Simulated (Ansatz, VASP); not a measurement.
RbBr in VASP and in Ansatz

The input INCAR:

```
SYSTEM = RbBr
ALGO = Normal ; EDIFF = 1E-6
ENCUT = 520 ; GGA = PS
ISIF = 2 ; ISMEAR = 0
LASPH = .True. ; LCHARG = .True.
LELF = .True. ; LREAL = .False.
LVHAR = .True. ; LWAVE = .False.
NBANDS = 15 ; NELM = 80
PREC = Accurate ; SIGMA = 0.01
```

File KPOINTS:

```
k-points
0
Gamma
  6 6 6
  0 0 0
```

File POSCAR:

```
RbBr
1.0
    4.0497346921      0.0000000000      0.0000000000
    0.0000000000      4.0497346921      0.0000000000
    0.0000000000      0.0000000000      4.0497346921
Rb Br
1 1
Direct
    0.0000000000      0.0000000000      0.0000000000
    0.5000000000      0.5000000000      0.5000000000
```

Input for Ansatz:

```yaml
crystal:
  lattice:
    - [4.04973469213, 0.0, 0.0]
    - [0.0, 4.04973469213, 0.0]
    - [0.0, 0.0, 4.04973469213]
  atoms:
    - { symbol: Rb, position: [0.0, 0.0, 0.0] }
    - { symbol: Br, position: [0.5, 0.5, 0.5] }
kpoints:
  mp_grid: { grid: [6, 6, 6] }
scf:
  occupations: { method: fixed }
  convergence: { dr2_threshold: 1.0e-10 }
hamiltonian:
  xc: pbesol
  pseudopotentials: { kind: all_electron, lapw: { basis_error: 0.0005 } }
output:
  forces: true
  stress: true
  eigenstates:
    kpoints:
      - [0.0, 0.0, 0.0]
      - [0.0, 0.5, 0.5]
      - [0.5, 0.0, 0.5]
      - [0.5, 0.5, 0.0]
      - [-0.5, -0.5, -0.5]
      - [0.0, -0.5, 0.0]
      - [0.0, 0.0, -0.5]
      - [-0.5, 0.0, 0.0]
  eigenvalues: true
```

Alike in both runs: task single point; functional PBEsol; k mesh 6 × 6 × 6; no spin polarisation.

|  | VASP | Ansatz |
| --- | --- | --- |
| version | VASP 6.6.1 | Ansatz 0.2.0 |
| potentials or method | VASP PAW PBE potentials, release 64 (Rb_sv, Br), cutoff 520 eV | all-electron LAPW, scalar-relativistic |
| occupations | gaussian, width 0.01 eV | fixed |

Ansatz gave:

```
gap on the k mesh at the Fermi level (eV) : 4.10
pressure (GPa)                            : 0.3
```

**Question.** What did VASP give for the same quantities?

**Answer.** gap on the k mesh at the Fermi level (eV): 4.09; pressure (GPa): 0.3.

VASP's potentials were made for PBE, not for PBEsol. Ansatz ran all-electron here, and VASP with PAW potentials.
